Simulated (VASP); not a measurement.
Write the native input for VASP 6.6.1 that does the following.

```yaml
Task: single point
Functional: PBE-based global hybrid with 10 % exact exchange
Potentials_or_basis: VASP PAW PBE potentials, release 64 (Pb_d, Te)
Cutoff: 520 eV
k_mesh: 4 × 4 × 4
Occupations: gaussian, width 0.01 eV
Spin: no spin polarisation
Dipole_correction: no
Grid_for_exact_exchange_PRECFOCK: Normal
Share_of_exact_exchange: 0.1
Further_INCAR_settings: ALGO = Normal; EDIFF = 1e-06; NBANDS = 17
```

Crystal: TePb.

```
Pb Te
1.0
     0.00000    3.64149    3.64149
     3.64149    0.00000    3.64149
     3.64149    3.64149    0.00000
Pb Te
1 1
Direct
  0.00000 0.00000 0.00000
  0.25000 0.25000 0.25000
```

One way to write it, as run:

POSCAR

```
TePb
1.0
    0.0000000000      3.6414940629      3.6414940629
    3.6414940629      0.0000000000      3.6414940629
    3.6414940629      3.6414940629      0.0000000000
Pb Te
1 1
Direct
    0.0000000000      0.0000000000      0.0000000000
    0.2500000000      0.2500000000      0.2500000000
```

INCAR.step1

```
SYSTEM = TePb
ALGO = Normal
EDIFF = 1E-5
ENCUT = 520
GGA = PE
ISIF = 2
ISMEAR = 0
LASPH = .TRUE.
LCHARG = .FALSE.
LREAL = .FALSE.
LWAVE = .TRUE.
NBANDS = 17
NELM = 60
PREC = Accurate
SIGMA = 0.01
```

INCAR.step2

```
SYSTEM = TePb
AEXX = 0.1
ALGO = Normal
EDIFF = 1E-6
ENCUT = 520
GGA = PE
ISIF = 2
ISMEAR = 0
ISTART = 1
LASPH = .TRUE.
LCHARG = .FALSE.
LHFCALC = .TRUE.
LREAL = .FALSE.
LWAVE = .FALSE.
NBANDS = 17
NELM = 60
PREC = Accurate
PRECFOCK = Normal
SIGMA = 0.01
```

KPOINTS

```
k-points
0
G
  4 4 4
  0 0 0
```

Potentials or basis: VASP PAW PBE potentials, release 64 (Pb_d, Te).

The run is started by

```sh
$ cat potpaw_PBE.64/Pb_d/POTCAR potpaw_PBE.64/Te/POTCAR > POTCAR
$ cp INCAR.step1 INCAR
$ mpirun -np 1 vasp_std > vasp.out
$ cp INCAR.step2 INCAR
$ mpirun -np 1 vasp_std > vasp.out
```

Results of the run:

```yaml
Pressure: 0.2 GPa
Band_gap_on_the_k_mesh: 0.98 eV (least direct gap 1.62 eV)
```

Caveat: the PAW data sets were made with another functional, which shifts forces and pressure a little; spin-orbit coupling is left out, which moves the levels of the heavy elements.

It took 22 min on 1 thread of AMD EPYC 7R43 64-Core Processor (Zen 3), on a shared host, peak memory 0.22 GiB.
